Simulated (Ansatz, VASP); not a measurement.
**GeSb4Te4: VASP beside Ansatz**

```
CELL_PARAMETERS angstrom
4.32998 0.00000 0.00000
-2.16499 3.74988 0.00000
0.00000 0.00000 17.64861
ATOMIC_POSITIONS crystal
Ge 0.00000 0.00000 0.00000
Sb 0.33333 0.66667 0.54410
Sb 0.66667 0.33333 0.45590
Sb 0.66667 0.33333 0.79077
Sb 0.33333 0.66667 0.20923
Te 0.33057 0.66114 0.90531
Te 0.66390 0.32781 0.09627
Te 0.99724 0.99447 0.69476
Te 0.99724 0.99447 0.30683
```

Change from the starting cell: all Te atoms moved +0.025 Å, as atom 6 towards its neighbour atom 1 (Ge) at 3.015 Å.

Alike in both runs: task single point; functional PBE; k mesh 12 × 12 × 2; occupations gaussian, width 0.03 eV; no spin polarisation.

|  | VASP | Ansatz |
| --- | --- | --- |
| version | VASP 6.6.1 | Ansatz 0.2.0 |
| potentials or method | VASP PAW PBE potentials, release 64 (Ge_d, Sb, Te), cutoff 520 eV | scalar-relativistic, plane waves, PAW |
| valence electrons in the cell | 58 | 138 |

|  | VASP | Ansatz | Ansatz less VASP |
| --- | --- | --- | --- |
| gap on the k mesh at the Fermi level (eV) | 0.07 | 0.08 | +0.006 |
| least direct gap on the mesh (eV) | 0.08 | 0.10 | +0.021 |
| pressure (GPa) | 0.0 | 0.0 | 0.00 |
| rms of the force components (eV/Å) | 0.033 | 0.028 | -0.0047 |

Atom by atom the forces differ by 0.016 eV/Å (rms over components). The functional is the same, so the differences come from potentials, cutoffs and numerics. VASP's potentials hold 58 valence electrons a cell and Ansatz's 138, so a difference there can come from the potentials and not from the codes.

Neither program's run includes spin-orbit coupling.
